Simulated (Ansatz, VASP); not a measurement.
# Two plane-wave programs on Ta2N

INCAR

```
ALGO = Normal ; EDIFF = 1E-6
ENCUT = 520 ; GGA = PS
ISIF = 2 ; ISMEAR = 0
LASPH = True ; LCHARG = False
LREAL = False ; LWAVE = False
NBANDS = 20 ; NELM = 100
PREC = Accurate ; SIGMA = 0.15
```

KPOINTS

```
k-points
0
Gamma
  18 18 10
```

Contents of POSCAR:

```
Ta2N
1.0
    2.9939032464      0.0000000000      0.0000000000
   -1.4969516232      2.5927962678      0.0000000000
    0.0000000000      0.0000000000      4.6917383836
Ta N
2 1
Direct
    0.6666666667      0.3333333333      0.7463700642
    0.3333333333      0.6666666667      0.2536299358
    0.0000000000      0.0000000000      0.0000000000
```

Input for Ansatz:

```yaml
crystal:
  lattice:
    - [2.9939032464, 0.0, 0.0]
    - [-1.4969516232, 2.5927962678, 0.0]
    - [0.0, 0.0, 4.6917383836]
  atoms:
    - { symbol: Ta, position: [0.6666666667, 0.3333333333, 0.7463700642] }
    - { symbol: Ta, position: [0.3333333333, 0.6666666667, 0.2536299358] }
    - { symbol: "N", position: [0.0, 0.0, 0.0] }
basis:
  ecutwfc: 520.0
kpoints:
  mp_grid: { grid: [18, 18, 10] }
hamiltonian:
  xc: pbesol
  pseudopotentials: { kind: paw, azcp: { folder: soft_1 } }
scf:
  occupations: { method: gaussian, width: 0.15 }
output:
  forces: true
  stress: true
  eigenvalues: true
```

Alike in both runs: task single point; functional PBEsol; k mesh 18 × 18 × 10; occupations gaussian, width 0.15 eV; no spin polarisation.

|  | VASP | Ansatz |
| --- | --- | --- |
| version | VASP 6.6.1 | Ansatz 0.2.0 |
| potentials or method | VASP PAW PBE potentials, release 64 (Ta_pv, N), cutoff 520 eV | scalar-relativistic, plane waves, PAW |
| valence electrons in the cell | 27 | 31 |

VASP gave:

| Property | Result |
| --- | --- |
| gap on the k mesh at the Fermi level (eV) | none |
| rms of the force components (eV/Å) | 0.346 |

Task: What did Ansatz give for the same quantities?

Result: gap on the k mesh at the Fermi level (eV): none; rms of the force components (eV/Å): 0.313.

VASP's potentials were made for PBE, not for PBEsol, and Ansatz warns of the same on its side. Atom by atom the forces differ by 0.033 eV/Å (rms over components). A gap of «none» marks a metal or a gap that the smearing closes. The functional is the same, so the differences come from potentials, cutoffs and numerics. VASP's potentials hold 27 valence electrons a cell and Ansatz's 31, so a difference there can come from the potentials and not from the codes.

Spin-orbit coupling is off throughout.
